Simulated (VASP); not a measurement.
# MnSi (P2_13) in VASP: single point with PBE

Aim: the single point of MnSi with PBE.

Everything below comes from runs of VASP 6.6.1. Logs are shortened: lines on timing, memory, paths and dates and some standing lists are left out, and cuts for length are marked.

## Step 1: The cell of the first run

It takes space group P2_13 (No. 198, cubic). The conventional cell has a = 4.518 Å, b = 4.518 Å, c = 4.518 Å, α = 90.00°, β = 90.00°, γ = 90.00°. Within 3.0 Å of Mn (site symmetry 3) lie 7 Si at 2.28 to 2.53 Å and 6 Mn at 2.77 Å. Si (site symmetry 3) has 7 Mn at 2.28 to 2.53 Å and 6 Si at 2.79 Å within 3.0 Å.

## Step 2: Single point, PBE, collinear spin, ferromagnetic start

Input file INCAR:

```
PREC = Accurate ; ENCUT = 520
EDIFF = 1E-7 ; ISMEAR = 0
SIGMA = 0.1 ; LREAL = F
LASPH = T ; NELM = 150
ALGO = Normal ; ISIF = 2
LWAVE = F ; LCHARG = T
ISPIN = 2 ; MAGMOM = 1.1 1.1 1.1 1.1 0 0 0 0
LORBIT = 11 ; LMAXMIX = 4
GGA = PE ; LELF = T
LVHAR = T ; NBANDS = 48
```

Input file KPOINTS:

```
regular mesh
0
Gamma
  8 8 8
```

Input file POSCAR:

```
MnSi
1.0
    4.5175722495      0.0000000000      0.0000000000
    0.0000000000      4.5175722495      0.0000000000
    0.0000000000      0.0000000000      4.5175722495
Mn Si
4 4
Direct
    0.1364398387      0.1364398387      0.1364398387
    0.3635601613      0.8635601613      0.6364398387
    0.6364398387      0.3635601613      0.8635601613
    0.8635601613      0.6364398387      0.3635601613
    0.8452908481      0.8452908481      0.8452908481
    0.6547091519      0.1547091519      0.3452908481
    0.3452908481      0.6547091519      0.1547091519
    0.1547091519      0.3452908481      0.6547091519
```

Potentials or basis: VASP PAW PBE potentials, release 64 (Mn_pv, Si).

On the command line:

```sh
cat potpaw_PBE.64/Mn_pv/POTCAR potpaw_PBE.64/Si/POTCAR > POTCAR
mpirun -np 1 vasp_std > vasp.out
```

OUTCAR:

```text
PREC = Accurate
   ENCUT = 520
   EDIFF = 1E-7
   ISMEAR = 0
   LREAL = F
   LASPH = T
   NELM = 150
   ISIF = 2
   ISPIN = 2
   LORBIT = 11
   GGA = PE

 ion  position               nearest neighbor table
   1  0.136  0.136  0.136-   5 2.28   6 2.37   7 2.37   8 2.37   7 2.53   8 2.53   6 2.53   3 2.77
                             4 2.77   2 2.77   2 2.77   4 2.77   3 2.77
   2  0.364  0.864  0.636-   6 2.28   5 2.37   7 2.37   8 2.37   7 2.53   8 2.53   5 2.53   1 2.77
                             1 2.77   3 2.77   3 2.77   4 2.77   4 2.77
   3  0.636  0.364  0.864-   7 2.28   6 2.37   5 2.37   8 2.37   8 2.53   6 2.53   5 2.53   1 2.77
                             4 2.77   2 2.77   2 2.77   4 2.77   1 2.77
   4  0.864  0.636  0.364-   8 2.28   6 2.37   7 2.37   5 2.37   6 2.53   5 2.53   7 2.53   1 2.77
                             3 2.77   2 2.77   1 2.77   2 2.77   3 2.77
   5  0.845  0.845  0.845-   1 2.28   2 2.37   3 2.37   4 2.37   3 2.53   4 2.53   2 2.53   6 2.79
                             7 2.79   8 2.79   6 2.79   8 2.79   7 2.79
   6  0.655  0.155  0.345-   2 2.28   1 2.37   3 2.37   4 2.37   3 2.53   4 2.53   1 2.53   8 2.79
                             5 2.79   5 2.79   7 2.79   7 2.79   8 2.79
   7  0.345  0.655  0.155-   3 2.28   2 2.37   1 2.37   4 2.37   4 2.53   2 2.53   1 2.53   8 2.79
                             5 2.79   8 2.79   6 2.79   6 2.79   5 2.79
   8  0.155  0.345  0.655-   4 2.28   2 2.37   3 2.37   1 2.37   2 2.53   1 2.53   3 2.53   7 2.79
                             5 2.79   7 2.79   5 2.79   6 2.79   6 2.79

  LATTYP: Found a simple cubic cell.
 ALAT       =     4.5175722495

  Lattice vectors:

 A1 = (   4.5175722495,   0.0000000000,   0.0000000000)
 A2 = (   0.0000000000,   4.5175722495,   0.0000000000)
 A3 = (   0.0000000000,   0.0000000000,   4.5175722495)

Analysis of symmetry for initial positions (statically):
=====================================================================
 Subroutine PRICEL returns:
 Original cell was already a primitive cell.

 Routine SETGRP: Setting up the symmetry group for a
 simple cubic supercell.

 Subroutine GETGRP returns: Found 12 space group operations
 (whereof  3 operations were pure point group operations)
 out of a pool of 48 trial point group operations.

The static configuration has the point symmetry C_3 .
 The point group associated with its full space group is T   .

Analysis of symmetry for dynamics (positions and initial velocities):
=====================================================================
 Subroutine PRICEL returns:
 Original cell was already a primitive cell.

 Routine SETGRP: Setting up the symmetry group for a
 simple cubic supercell.

 Subroutine GETGRP returns: Found 12 space group operations
 (whereof  3 operations were pure point group operations)
 out of a pool of 48 trial point group operations.

The dynamic configuration has the point symmetry C_3 .
 The point group associated with its full space group is T   .
[... 178 lines left out ...]
 cond. band min:      11.1717178592   @ k =   0.3750   0.3750   0.0000
 fundamental gap:      0.0430790194
 Fermi energy:        11.1416957934

 spin component 1

 k-point     1 :       0.0000    0.0000    0.0000
  band No.  band energies     occupation
      1     -37.2615      1.00000
      2     -37.2615      1.00000
      3     -37.2615      1.00000
      4     -37.1879      1.00000
      5     -37.1879      1.00000
      6     -37.1833      1.00000
[... 1165 lines left out ...]
     45      15.2909      0.00000
     46      16.0878      0.00000

 [... further k-points ...]

 spin component 2

 k-point     1 :       0.0000    0.0000    0.0000
  band No.  band energies     occupation
      1     -36.2635      1.00000
      2     -36.2635      1.00000
      3     -36.2635      1.00000
      4     -36.1766      1.00000
      5     -36.0463      1.00000
      6     -36.0463      1.00000
[... 1165 lines left out ...]
     45      15.7545      0.00000
     46      16.4343      0.00000

 [... further k-points ...]

 [bands above 46 left out]

------------------------ aborting loop because EDIFF is reached ----------------------------------------

  FORCE on cell =-STRESS in cart. coord.  units (eV):
  Direction    XX          YY          ZZ          XY          YZ          ZX
  --------------------------------------------------------------------------------------
  -------------------------------------------------------------------------------------
  Total       -0.0213372     -0.0213372     -0.0213372      0.0000000      0.0000000      0.0000000
  in kB       -0.3707940     -0.3707940     -0.3707940      0.0000000      0.0000000      0.0000000
  external PRESSURE =      -0.3707940 kB  Pullay stress =       0.0000000 kB

 VOLUME and BASIS-vectors are now :
 -----------------------------------------------------------------------------
  energy-cutoff  :      520.00
  volume of cell :       92.20
      direct lattice vectors                 reciprocal lattice vectors
     4.517572249  0.000000000  0.000000000     0.221357832  0.000000000  0.000000000
     0.000000000  4.517572249  0.000000000     0.000000000  0.221357832  0.000000000
     0.000000000  0.000000000  4.517572249     0.000000000  0.000000000  0.221357832

 POSITION                                       TOTAL-FORCE (eV/Angst)
 -----------------------------------------------------------------------------------
      0.61638      0.61638      0.61638         0.006586      0.006586      0.006586
      1.64241      3.90120      2.87516        -0.006586     -0.006586      0.006586
      2.87516      1.64241      3.90120         0.006586     -0.006586     -0.006586
      3.90120      2.87516      1.64241        -0.006586      0.006586     -0.006586
      3.81866      3.81866      3.81866        -0.008745     -0.008745     -0.008745
      2.95770      0.69891      1.55988         0.008745      0.008745     -0.008745
      1.55988      2.95770      0.69891        -0.008745      0.008745      0.008745
      0.69891      1.55988      2.95770         0.008745     -0.008745      0.008745
 -----------------------------------------------------------------------------------
    total drift:                               -0.000001     -0.000001      0.000000

  FREE ENERGIE OF THE ION-ELECTRON SYSTEM (eV)
  ---------------------------------------------------
  free  energy   TOTEN  =       -61.4421780108 eV

  energy  without entropy=      -61.4232099059  energy(sigma->0) =      -61.43269396

 total charge

# of ion       s       p       d       tot
------------------------------------------
    1        0.334   6.388   5.290  12.012
    2        0.334   6.388   5.290  12.012
    3        0.334   6.388   5.290  12.012
    4        0.334   6.388   5.290  12.012
    5        0.744   0.906   0.000   1.649
    6        0.744   0.906   0.000   1.649
    7        0.744   0.906   0.000   1.649
    8        0.744   0.906   0.000   1.649
--------------------------------------------------
tot          4.310  29.176  21.159  54.645

 magnetization (x)

# of ion       s       p       d       tot
------------------------------------------
    1        0.001   0.007   1.032   1.039
    2        0.001   0.007   1.032   1.039
    3        0.001   0.007   1.032   1.039
    4        0.001   0.007   1.032   1.039
    5       -0.013  -0.035   0.000  -0.048
    6       -0.013  -0.035   0.000  -0.048
    7       -0.013  -0.035   0.000  -0.048
    8       -0.013  -0.035   0.000  -0.048
--------------------------------------------------
tot         -0.048  -0.113   4.126   3.965
```

OSZICAR:

```text
N       E                     dE             d eps       ncg     rms          rms(c)
DAV:   1     0.795739307739E+03    0.79574E+03   -0.35465E+04  8640   0.167E+03
DAV:   2    -0.101753238241E+02   -0.80591E+03   -0.76647E+03  8640   0.503E+02
DAV:   3    -0.686906703602E+02   -0.58515E+02   -0.56135E+02  9544   0.144E+02
DAV:   4    -0.703411054996E+02   -0.16504E+01   -0.16387E+01 10376   0.239E+01
DAV:   5    -0.703720438468E+02   -0.30938E-01   -0.30931E-01  9736   0.356E+00    0.351E+01
DAV:   6    -0.722089467504E+02   -0.18369E+01   -0.13008E+02  9664   0.874E+01    0.310E+01
DAV:   7    -0.615337436390E+02    0.10675E+02   -0.57713E+01  9352   0.573E+01    0.853E+00
DAV:   8    -0.615019078046E+02    0.31836E-01   -0.26804E+00  9488   0.692E+00    0.310E+00
DAV:   9    -0.614464707544E+02    0.55437E-01   -0.20548E-01 10296   0.321E+00    0.124E+00
DAV:  10    -0.614436418170E+02    0.28289E-02   -0.14886E-02  9704   0.708E-01    0.580E-01
DAV:  11    -0.614420446882E+02    0.15971E-02   -0.26495E-03  9904   0.232E-01    0.231E-01
DAV:  12    -0.614421317592E+02   -0.87071E-04   -0.85055E-04  9472   0.221E-01    0.120E-01
DAV:  13    -0.614421696735E+02   -0.37914E-04   -0.67815E-05  9688   0.573E-02    0.547E-02
DAV:  14    -0.614421805259E+02   -0.10852E-04   -0.24985E-05 10096   0.321E-02    0.204E-02
DAV:  15    -0.614421792689E+02    0.12570E-05   -0.24112E-06  8768   0.828E-03    0.538E-03
DAV:  16    -0.614421782258E+02    0.10432E-05   -0.22012E-07  6944   0.300E-03    0.250E-03
DAV:  17    -0.614421780131E+02    0.21266E-06   -0.14607E-07  5360   0.256E-03    0.149E-03
DAV:  18    -0.614421780108E+02    0.23228E-08   -0.27093E-08  4640   0.143E-03
   1 F= -.61442178E+02 E0= -.61432694E+02  d E =-.189681E-01  mag=     3.9205
```

stdout:

```text
POSCAR found type information on POSCAR MnSi
 POSCAR found :  2 types and       8 ions
 scaLAPACK will be used
 LDA part: xc-table for (Slater+PW92), standard interpolation
 POSCAR, INCAR and KPOINTS ok, starting setup
 FFT: planning ... GRIDC
 FFT: planning ... GRID_SOFT
 FFT: planning ... GRID
 WAVECAR not read
 entering main loop
```

Wall time 7.3 min (1 thread of Intel Xeon 8259CL, shared host); peak memory 0.38 GiB.

What came out:

```yaml
Free_energy: -61.4422 eV
Pressure: 0.0 GPa
Largest_force: 0.015 eV/Å
Net_moment: 3.92 μB per cell
Site_moments: Mn +1.04; Si -0.05 μB
Valence_electrons_inside_the_program's_atomic_spheres: Mn 12.01; Si 1.65
```

Forces in eV/Å, atoms in the order of the input:
```
Mn   0.007  0.007  0.007
Mn  -0.007 -0.007  0.007
Mn   0.007 -0.007 -0.007
Mn  -0.007  0.007 -0.007
Si  -0.009 -0.009 -0.009
Si   0.009  0.009 -0.009
Si  -0.009  0.009  0.009
Si   0.009 -0.009  0.009
```

Levels at points of the mesh, in eV from the Fermi level:
Spin up:
| k point | band 34 | band 35 | band 36 | band 37 | band 38 | band 39 |
| --- | --- | --- | --- | --- | --- | --- |
| (0.00, 0.00, 0.00) | -0.38 | -0.32 | -0.32 | 0.77 | 0.77 | 0.77 |
| (0.50, 0.00, 0.00) | -0.62 | -0.13 | -0.13 | 0.30 | 0.30 | 1.83 |
| (0.50, 0.50, 0.00) | -1.05 | -0.59 | -0.59 | 0.76 | 0.76 | 1.31 |
| (0.50, 0.50, 0.50) | -0.70 | -0.70 | -0.70 | 0.61 | 0.61 | 0.61 |
Spin down:
| k point | band 28 | band 29 | band 30 | band 31 | band 32 | band 33 | band 34 | band 35 | band 36 | band 37 |
| --- | --- | --- | --- | --- | --- | --- | --- | --- | --- | --- |
| (0.00, 0.00, 0.00) | -1.90 | -1.42 | -1.42 | -1.42 | 0.66 | 0.66 | 0.66 | 0.99 | 0.99 | 1.56 |
| (0.50, 0.00, 0.00) | -1.85 | -1.20 | -1.20 | -0.43 | -0.43 | 0.59 | 0.59 | 0.89 | 0.89 | 1.06 |
| (0.50, 0.50, 0.00) | -0.99 | -0.63 | -0.63 | -0.52 | -0.52 | -0.28 | -0.28 | 0.60 | 0.60 | 1.45 |
| (0.50, 0.50, 0.50) | -1.89 | 0.06 | 0.06 | 0.06 | 0.06 | 0.23 | 0.23 | 0.23 | 0.23 | 1.27 |
